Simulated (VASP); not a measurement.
## YI: single point with LDA

The system is YI.

```xyz
4
Lattice="3.6101 0.0000 0.0000 -1.8051 3.1265 0.0000 0.0000 0.0000 10.1109" Properties=species:S:1:pos:R:3 pbc="T T T"
Y     1.8051    1.0422    6.3368
Y     0.0000    2.0843    3.7741
I     0.0000    2.0843    8.2907
I     1.8051    1.0422    1.8202
```

This cell differs from its parent crystal: volume scaled by 0.76.

```
Program             : VASP 6.6.1
Task                : single point
Functional          : LDA
Potentials or basis : VASP PAW LDA potentials, release 64 (Y_sv, I)
Cutoff              : 520 eV
k mesh              : 7 × 7 × 3
Occupations         : fermi-dirac, width 0.05 eV
Spin                : no spin polarisation
```

| Property | Result |
| --- | --- |
| Pressure | 11.3 GPa |
| Largest force | 1.827 eV/Å |
| Band gap on the k mesh | zero (band 18 reaches 5.86 eV, above the bottom of band 19 at 5.46 eV) |

Forces on the atoms (eV/Å):
```
Y    0.000  0.000 -0.820
Y    0.000  0.000  0.820
I    0.000  0.000  1.827
I    0.000  0.000 -1.827
```

Stress tensor (GPa, compression positive):
```
10.60  0.00  0.00
 0.00 10.60  0.00
 0.00  0.00 12.78
```

Levels at points of the mesh, in eV from the Fermi level:
| k point | band 15 | band 16 | band 17 | band 18 | band 19 | band 20 | band 21 | band 22 |
| --- | --- | --- | --- | --- | --- | --- | --- | --- |
| (0.00, 0.00, 0.00) | -1.62 | -1.59 | -1.59 | -0.07 | 1.67 | 1.67 | 1.70 | 2.34 |

It took 25 s on 1 thread of Intel(R) Xeon(R) 6975P-C (Granite Rapids), with other jobs on the host, peak memory 0.23 GiB.

Caveat: spin-orbit coupling is left out, which moves the levels of the heavy elements; forces of over 1 eV/Å act on the atoms, so gaps and moduli don't describe the material at rest.
